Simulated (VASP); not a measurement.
# TiO2 in VASP: further runs

TiO2 is run at these levels: PBEsol; tasks: single point.

All numbers are computed with VASP 6.6.1; they aren't measurements. Logs are shortened: lines on timing, memory, paths and dates and some standing lists are left out, and cuts for length are marked.

## 1. The cell of the first run

The cell holds a slab with vacuum, 9 atoms: a = 2.939 Å, b = 4.591 Å, c = 23.387 Å, α = 90.00°, β = 90.00°, γ = 90.00°.

## 2. Single point, PBEsol

The input, INCAR:

```
PREC = Accurate
ENCUT = 520
EDIFF = 1E-6
ISMEAR = 0
SIGMA = 0.05
LREAL = False
LASPH = True
NELM = 80
ALGO = Normal
ISIF = 2
LWAVE = False
LCHARG = False
LDIPOL = True
IDIPOL = 3
DIPOL = 0.5 0.5 0.500
GGA = PS
NBANDS = 46
```

The input, KPOINTS:

```
regular mesh
0
Gamma
  9 6 1
```

The input, POSCAR:

```
TiO2
1.0
    2.9389940179      0.0000000000      0.0000000000
    0.0000000000      4.5912476121      0.0000000000
    0.0000000000      0.0000000000     23.3869879129
O Ti
6 3
Direct
    0.5000000000      0.1955612562      0.3634499676
    0.5000000000      0.8044387438      0.4402337034
    0.0000000000      0.3044387438      0.4616081321
    0.0000000000      0.7080596876      0.5373244916
    0.5000000000      0.2315468681      0.5619239636
    0.5000000000      0.8687907857      0.6379967616
    0.0000000000      0.0000000000      0.4018418355
    0.5000000000      0.4890094096      0.5000053745
    0.0000000000     -0.0248755302      0.5958512231
```

Potentials or basis: VASP PAW PBE potentials, release 64 (O, Ti_sv).

The run is started by

```
$ cat potpaw_PBE.64/O/POTCAR potpaw_PBE.64/Ti_sv/POTCAR > POTCAR
$ mpirun -np 1 vasp_std > vasp.out
```

OUTCAR:

```text
PREC = Accurate
   ENCUT = 520
   EDIFF = 1E-6
   ISMEAR = 0
   LREAL = False
   LASPH = True
   NELM = 80
   ISIF = 2
   GGA = PS

 ion  position               nearest neighbor table
   1  0.500  0.196  0.363-   7 1.94   7 1.94
   2  0.500  0.804  0.440-   7 1.94   7 1.94   8 2.01
   3  0.000  0.304  0.462-   8 1.92   8 1.92   7 1.98
   4  0.000  0.708  0.537-   9 1.84   8 1.98   8 1.98
   5  0.500  0.232  0.562-   8 1.87   9 2.04   9 2.04
   6  0.500  0.869  0.638-   9 1.84   9 1.84
   7  0.000  0.000  0.402-   2 1.94   2 1.94   1 1.94   1 1.94   3 1.98
   8  0.500  0.489  0.500-   5 1.87   3 1.92   3 1.92   4 1.98   4 1.98   2 2.01
   9  0.000  0.975  0.596-   6 1.84   6 1.84   4 1.84   5 2.04   5 2.04

  LATTYP: Found a simple orthorhombic cell.
 ALAT       =     2.9389940179
 B/A-ratio  =     1.5621833812
 C/A-ratio  =     7.9574806109

  Lattice vectors:

 A1 = (   2.9389940179,   0.0000000000,   0.0000000000)
 A2 = (   0.0000000000,   4.5912476121,   0.0000000000)
 A3 = (   0.0000000000,   0.0000000000,  23.3869879129)

Analysis of symmetry for initial positions (statically):
=====================================================================
 Subroutine PRICEL returns:
 Original cell was already a primitive cell.

 Routine SETGRP: Setting up the symmetry group for a
 simple orthorhombic supercell.

 Subroutine GETGRP returns: Found  2 space group operations
 (whereof  2 operations were pure point group operations)
 out of a pool of  8 trial point group operations.

The static configuration has the point symmetry C_1h.

Analysis of symmetry for dynamics (positions and initial velocities):
=====================================================================
 Subroutine PRICEL returns:
 Original cell was already a primitive cell.

 Routine SETGRP: Setting up the symmetry group for a
 simple orthorhombic supercell.

 Subroutine GETGRP returns: Found  2 space group operations
 (whereof  2 operations were pure point group operations)
 out of a pool of  8 trial point group operations.

The dynamic configuration has the point symmetry C_1h.

 Subroutine INISYM returns: Found  2 space group operations
 (whereof  2 operations are pure point group operations),
 and found     1 'primitive' translations

----------------------------------------------------------------------------------------

                                     Primitive cell

  volume of cell :     315.5758

  direct lattice vectors                    reciprocal lattice vectors
     2.938994018  0.000000000  0.000000000     0.340252479  0.000000000  0.000000000
     0.000000000  4.591247612  0.000000000     0.000000000  0.217805722  0.000000000
     0.000000000  0.000000000 23.386987913     0.000000000  0.000000000  0.042758820

  length of vectors
     2.938994018  4.591247612 23.386987913     0.340252479  0.217805722  0.042758820

  position of ions in fractional coordinates (direct lattice)
     0.500000000  0.195561256  0.363449968
     0.500000000  0.804438744  0.440233703
     0.000000000  0.304438744  0.461608132
     0.000000000  0.708059688  0.537324492
     0.500000000  0.231546868  0.561923964
     0.500000000  0.868790786  0.637996762
     0.000000000  0.000000000  0.401841836
     0.500000000  0.489009410  0.500005374
     0.000000000  0.975124470  0.595851223

  ion indices of the primitive-cell ions
   primitive index   ion index
                 1           1
                 2           2
                 3           3
                 4           4
                 5           5
                 6           6
                 7           7
                 8           8
                 9           9

----------------------------------------------------------------------------------------

 KPOINTS: regular mesh

Automatic generation of k-mesh.
 Grid dimensions read from file:
 generate k-points for:    9    6    1

 Generating k-lattice:

  Cartesian coordinates                     Fractional coordinates (reciprocal lattice)
     0.037805831  0.000000000  0.000000000     0.111111111  0.000000000  0.000000000
     0.000000000  0.036300954  0.000000000     0.000000000  0.166666667  0.000000000
     0.000000000  0.000000000  0.042758820     0.000000000  0.000000000  1.000000000

  Length of vectors
     0.037805831  0.036300954  0.042758820

  Shift w.r.t. Gamma in fractional coordinates (k-lattice)
     0.000000000  0.000000000  0.000000000

 Subroutine IBZKPT returns following result:
 ===========================================

 Found     20 irreducible k-points:

 Following reciprocal coordinates:
            Coordinates               Weight
  0.000000  0.000000  0.000000      1.000000
  0.111111  0.000000  0.000000      2.000000
  0.222222  0.000000  0.000000      2.000000
  0.333333  0.000000  0.000000      2.000000
  0.444444  0.000000  0.000000      2.000000
  0.000000  0.166667  0.000000      2.000000
[... 12 lines left out ...]
  0.333333  0.500000  0.000000      2.000000
  0.444444  0.500000  0.000000      2.000000
   k-points           NKPTS =     20   k-points in BZ     NKDIM =     20   number of bands    NBANDS=     46
   number of dos      NEDOS =    301   number of ions     NIONS =      9
   total plane-waves  NPLWV = 155520
   dimension x,y,z NGX =    24 NGY =   36 NGZ =  180
   dimension x,y,z NGXF=    48 NGYF=   72 NGZF=  360
   ions per type =               6   3
   NGX,Y,Z   is equivalent  to a cutoff of  13.58, 13.04, 12.80 a.u.
   NGXF,Y,Z  is equivalent  to a cutoff of  27.15, 26.07, 25.59 a.u.
 SYSTEM =  unknown system
   PREC   = accura    normal or accurate (medium, high low for compatibility)
   ISTART =      0    job   : 0-new  1-cont  2-samecut
   ICHARG =      2    charge: 1-file 2-atom 10-const
   ISPIN  =      1    spin polarized calculation?
   LNONCOLLINEAR =      F non collinear calculations
   LSORBIT =      F    spin-orbit coupling
   LASPH  =      T    aspherical Exc in radial PAW
   ENCUT  =  520.0 eV  38.22 Ry    6.18 a.u.   5.46  8.54 43.48*2*pi/ulx,y,z
   NELM   =     80;   NELMIN=  2; NELMDL= -5     # of ELM steps
   EDIFF  = 0.1E-05   stopping-criterion for ELM
   LREAL  =      F    real-space projection
   EDIFFG = 0.1E-04   stopping-criterion for IOM
   NSW    =      0    number of steps for IOM
   IBRION =     -1    ionic relax: 0-MD 1-quasi-New 2-CG
   NFREE  =      0    steps in history (QN), initial steepest desc. (CG)
   ISIF   =      2    stress and relaxation
   ISYM   =      2    0-nonsym 1-usesym 2-fastsym
   POTIM  = 0.5000    time-step for ionic-motion
   TEBEG  =    0.0;   TEEND  =   0.0 temperature during run
   PSTRESS=    0.0 pullay stress
   NELECT =      72.0000    total number of electrons
   NUPDOWN=      -1.0000    fix difference up-down
   EMIN   =  10.00;   EMAX   =-10.00  energy-range for DOS
   EFERMI =   0.00;   METHOD = LEGACY
   ISMEAR =     0;   SIGMA  =   0.05  broadening in eV -4-tet -1-fermi 0-gaus
   EFERMI_NEDOS =   21; number of points for ismear=-14 and -15
   IALGO  =     38    algorithm
   IMIX   =      4    mixing-type and parameters
     AMIX     =   0.40;   BMIX     =  1.00
     AMIX_MAG =   1.60;   BMIX_MAG =  1.00
  volume/ion in A,a.u.               =      35.06       236.62
  Fermi-wavevector in a.u.,A,eV,Ry     =   1.000348  1.890384 13.615296  1.000696
  Thomas-Fermi vector in A             =   2.132698
   LORBIT       =      0    0 simple, 1 ext, 2 COOP (PROOUT), +10 PAW based schemes
   GGA     = PS    functional components
   LHFCALC =     F    Hartree Fock is set to
   AEXX    =    0.0000 exact exchange contribution
   IVDW    =     0    specifies the selected vdW correction
   LEPSILON=     F    determine dielectric tensor
   LRPA    =     F    only Hartree local field effects (RPA)
 non-spin polarized calculation
 Gauss-broadening in eV      SIGMA  =   0.05
  energy-cutoff  :      520.00
  volume of cell :      315.58
 maximum number of plane-waves:      8547
 NGX is ok and might be reduce to    24
   NGX = 11   NGY = 17   NGZ = 87

 number of electron      71.9999992 magnetization

 dipolmoment           0.000000      0.000000      0.005138 electrons x Angstroem

 Free energy of the ion-electron system (eV)
  ---------------------------------------------------
  ext. energy  EPLUGINS =         0.00000000
  ---------------------------------------------------
  free energy    TOTEN  =       -82.03882204 eV

  energy without entropy =      -82.03882204  energy(sigma->0) =      -82.03882204

 E-fermi :  -3.7606     XC(G=0):  -4.0669

 val. band max:       -3.9975409073   @ k =   0.1111   0.0000   0.0000
 cond. band min:      -1.8790293981   @ k =   0.0000   0.0000   0.0000
 fundamental gap:      2.1185115092
 Fermi energy:        -3.7605800252

 k-point     1 :       0.0000    0.0000    0.0000
  band No.  band energies     occupation
      1     -60.4253      2.00000
      2     -60.1292      2.00000
      3     -59.9222      2.00000
      4     -36.8580      2.00000
      5     -36.7158      2.00000
      6     -36.6817      2.00000
[... 38 lines left out ...]
     45       0.2224      0.00000
     46       0.7390      0.00000

 k-point     2 :       0.1111    0.0000    0.0000
  band No.  band energies     occupation
      1     -60.4200      2.00000
      2     -60.1240      2.00000
      3     -59.9167      2.00000
      4     -36.8437      2.00000
      5     -36.7428      2.00000
      6     -36.7103      2.00000
[... 38 lines left out ...]
     45       0.4116      0.00000
     46       0.6591      0.00000

 k-point     3 :       0.2222    0.0000    0.0000
  band No.  band energies     occupation
      1     -60.4066      2.00000
      2     -60.1109      2.00000
      3     -59.9026      2.00000
      4     -36.8931      2.00000
      5     -36.8040      2.00000
      6     -36.6980      2.00000
[... 38 lines left out ...]
     45       0.3085      0.00000
     46       0.7512      0.00000

 k-point     4 :       0.3333    0.0000    0.0000
  band No.  band energies     occupation
      1     -60.3914      2.00000
      2     -60.0960      2.00000
      3     -59.8865      2.00000
      4     -37.0553      2.00000
      5     -36.7611      2.00000
      6     -36.6889      2.00000
[... 724 lines left out ...]
     45       0.3869      0.00000
     46       0.6364      0.00000

 k-point    19 :       0.3333    0.5000    0.0000
  band No.  band energies     occupation
      1     -60.3913      2.00000
      2     -60.0960      2.00000
      3     -59.8865      2.00000
      4     -37.0549      2.00000
      5     -36.7628      2.00000
      6     -36.6910      2.00000
[... 38 lines left out ...]
     45       0.2512      0.00000
     46       0.6108      0.00000

 k-point    20 :       0.4444    0.5000    0.0000
  band No.  band energies     occupation
      1     -60.3813      2.00000
      2     -60.0862      2.00000
      3     -59.8760      2.00000
      4     -37.1587      2.00000
      5     -36.7364      2.00000
      6     -36.7041      2.00000
[... 38 lines left out ...]
     45       0.2024      0.00000
     46       0.5431      0.00000

------------------------ aborting loop because EDIFF is reached ----------------------------------------

 vacuum level on the upper side and lower side of the slab       (xc-potential included)        -0.122        -0.190

  FORCE on cell =-STRESS in cart. coord.  units (eV):
  Direction    XX          YY          ZZ          XY          YZ          ZX
  --------------------------------------------------------------------------------------
  -------------------------------------------------------------------------------------
  Total       -4.2769164     -0.4113748     -0.9758483      0.0000000      0.6078194      0.0000000
  in kB      -21.7138902     -2.0885484     -4.9543785      0.0000000      3.0858968      0.0000000
  external PRESSURE =      -9.5856057 kB  Pullay stress =       0.0000000 kB

 VOLUME and BASIS-vectors are now :
 -----------------------------------------------------------------------------
  energy-cutoff  :      520.00
  volume of cell :      315.58
      direct lattice vectors                 reciprocal lattice vectors
     2.938994018  0.000000000  0.000000000     0.340252479  0.000000000  0.000000000
     0.000000000  4.591247612  0.000000000     0.000000000  0.217805722  0.000000000
     0.000000000  0.000000000 23.386987913     0.000000000  0.000000000  0.042758820

 POSITION                                       TOTAL-FORCE (eV/Angst)
 -----------------------------------------------------------------------------------
      1.46950      0.89787      8.50000         0.000000     -2.127869      0.946903
      1.46950      3.69338     10.29574         0.000000     -0.923474     -0.160978
      0.00000      1.39775     10.79562         0.000000     -0.381295     -0.216792
      0.00000      3.25088     12.56640         0.000000     -0.017788     -0.023014
      1.46950      1.06309     13.14171         0.000000     -0.004398      0.026847
      1.46950      3.98883     14.92082         0.000000     -0.047340      0.090932
      0.00000      0.00000      9.39787         0.000000      3.398379     -0.644075
      1.46950      2.24516     11.69362         0.000000      0.034657     -0.016110
      0.00000      4.47704     13.93517         0.000000      0.069127     -0.003715
 -----------------------------------------------------------------------------------
    total drift:                                0.000000      0.001008     -0.000200

  FREE ENERGIE OF THE ION-ELECTRON SYSTEM (eV)
  ---------------------------------------------------
  free  energy   TOTEN  =       -82.0388220394 eV

  energy  without entropy=      -82.0388220394  energy(sigma->0) =      -82.03882204

 vacuum level on the upper side and lower side of the slab         3.563         3.493
```

Run time: 7.8 min. Hardware: 1 thread of AMD EPYC 7R13 (Zen 3), shared host; peak memory 0.46 GiB.

What came out:

* Free energy: -82.0388 eV
* Largest force: 3.459 eV/Å
* Band gap on the k mesh: 2.12 eV (least direct gap 2.22 eV)

Forces in eV/Å, atoms in the order of the input:
```
O    0.000 -2.128  0.947
O    0.000 -0.923 -0.161
O    0.000 -0.381 -0.217
O    0.000 -0.018 -0.023
O    0.000 -0.004  0.027
O    0.000 -0.047  0.091
Ti   0.000  3.398 -0.644
Ti   0.000  0.035 -0.016
Ti   0.000  0.069 -0.004
```

Caveat: the PAW data sets were made with another functional, which shifts forces and pressure a little.

(Continued in part 2 of 2.)
